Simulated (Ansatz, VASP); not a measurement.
# Te in VASP and in Ansatz

Contents of INCAR:

```
ALGO = Normal
EDIFF = 1E-8
ENCUT = 520
GGA = PE
ISIF = 2
ISMEAR = -1
LASPH = True
LCHARG = False
LEFG = True
LREAL = False
LWAVE = False
NBANDS = 16
NELM = 80
PREC = Accurate
SIGMA = 0.08
```

KPOINTS

```
k-points
0
Gamma
  9 9 6
```

POSCAR

```
Te
1.0
    4.4579994587      0.0222899973      0.0222899973
   -2.2096960255      3.8495957826      0.0081587053
    0.0296250000      0.0296250000      5.9250000000
Te
3
Direct
    0.7450000000      0.0000000000      0.3333333333
    0.0000000000      0.7450000000      0.6666666667
    0.2550000000      0.2550000000      0.0000000000
```

Input for Ansatz:

```yaml
crystal:
  lattice:
    - [4.4579994587, 0.0222899973, 0.0222899973]
    - [-2.2096960255, 3.8495957826, 0.0081587053]
    - [0.029625, 0.029625, 5.925]
  atoms:
    - { symbol: Te, position: [0.745, 0.0, 0.3333333333] }
    - { symbol: Te, position: [0.0, 0.745, 0.6666666667] }
    - { symbol: Te, position: [0.255, 0.255, 0.0] }
kpoints:
  mp_grid: { grid: [9, 9, 6] }
scf:
  occupations: { method: fermi_dirac, width: 0.08 }
hamiltonian:
  xc: pbe
  pseudopotentials: { kind: paw }
output:
  forces: true
  stress: true
  eigenvalues: true
  efg: { contact_densities: true }
  write_density: true
  write_potential: true
  elf: true
  volumetric_format: npy
```

Change from the starting cell: equal xy, yz and zx shear strains of +1 %, PAW files.

Alike in both runs: task electric field gradients; functional PBE; k mesh 9 × 9 × 6; occupations fermi-dirac, width 0.08 eV; no spin polarisation.

|  | VASP | Ansatz |
| --- | --- | --- |
| version | VASP 6.6.1 | Ansatz 0.2.0 |
| potentials or method | VASP PAW PBE potentials, release 64 (Te) | PAW with Ansatz's default frozen-core files, scalar-relativistic |
| plane-wave cutoff (eV) | 520 | 420 |
| valence electrons in the cell | 18 | 48 |

Ansatz gave:

```
pressure (GPa)                                                : 3.2
traceless stress, the component that is largest in VASP (GPa) : 0.74
rms of the force components (eV/Å)                            : 0.360
size of Vzz on the site where it differs most (V/Å²)          : 601.5
```

Problem. Which values does VASP return?

Solution. Pressure (GPa): 3.2; traceless stress, the component that is largest in VASP (GPa): 0.78; rms of the force components (eV/Å): 0.371; size of Vzz on the site where it differs most (V/Å²): 572.2.

Atom by atom the forces differ by 0.011 eV/Å (rms over components). VASP's potentials hold 18 valence electrons a cell and Ansatz's 48, so a difference there can come from the potentials and not from the codes.

Spin-orbit coupling is off throughout.
